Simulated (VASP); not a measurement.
# PbO: single point with PBE+D3(BJ)

The system is PbO.

```
Pb O
1.0
     4.00871    0.00000    0.00000
     0.00000    4.00871    0.00000
     0.00000    0.00000    4.60222
Pb O
2 2
Direct
  0.00000 0.50000 0.25641
  0.50000 0.00000 0.74359
  0.00000 0.00000 0.00000
  0.50000 0.50000 0.00000
```

| Item | Value |
| --- | --- |
| Program | VASP 6.6.1 |
| Task | single point |
| Functional | PBE |
| Dispersion | D3(BJ) |
| Potentials or basis | VASP PAW PBE potentials, release 64 (Pb_d, O) |
| Cutoff | 520 eV |
| k mesh | 8 × 8 × 6 |
| Occupations | gaussian, width 0.02 eV |
| Spin | no spin polarisation |

```json
{
  "Pressure": "3.0 GPa",
  "Largest force": "0.040 eV/Å",
  "Band gap on the k mesh": "0.97 eV (least direct gap 1.90 eV)",
  "Dispersion energy per atom": "-0.257 eV"
}
```

Forces on the atoms (eV/Å):
```
Pb   0.000  0.000  0.040
Pb   0.000  0.000 -0.040
O    0.000  0.000  0.000
O    0.000  0.000  0.000
```

Stress tensor (GPa, compression positive):
```
3.05 0.00 0.00
0.00 3.05 0.00
0.00 0.00 2.88
```

Levels at points of the mesh, in eV from the valence-band top:
| k point | band 16 | band 17 | band 18 | band 19 | band 20 | band 21 | band 22 | band 23 | band 24 | band 25 |
| --- | --- | --- | --- | --- | --- | --- | --- | --- | --- | --- |
| (0.00, 0.00, 0.00) | -4.22 | -1.57 | -1.57 | -1.56 | -0.05 | 2.94 | 5.41 | 5.41 | 6.52 | 7.37 |
| (0.50, 0.00, 0.00) | -2.96 | -2.92 | -2.92 | -1.52 | -1.52 | 3.82 | 3.82 | 6.62 | 6.62 | 7.39 |
| (0.50, 0.50, 0.00) | -3.13 | -1.40 | -1.40 | -0.94 | -0.94 | 0.97 | 0.97 | 5.67 | 5.67 | 9.00 |
| (0.00, 0.00, 0.50) | -3.81 | -1.65 | -1.60 | -1.60 | -0.59 | 2.10 | 3.62 | 3.62 | 3.86 | 8.99 |
| (0.50, 0.00, 0.50) | -3.68 | -2.83 | -2.83 | -0.78 | -0.78 | 3.50 | 3.50 | 6.08 | 6.08 | 7.77 |
| (0.50, 0.50, 0.50) | -3.91 | -2.38 | -2.38 | -0.94 | -0.94 | 3.60 | 3.60 | 5.65 | 5.65 | 5.96 |

Run time: 2.2 min on 1 thread of Intel(R) Xeon(R) Platinum 8259CL CPU @ 2.50GHz (Skylake/Cascade Lake), on a shared host, peak memory 0.25 GiB.

Caveat: spin-orbit coupling is left out, which moves the levels of the heavy elements. A k mesh can miss the band edges.
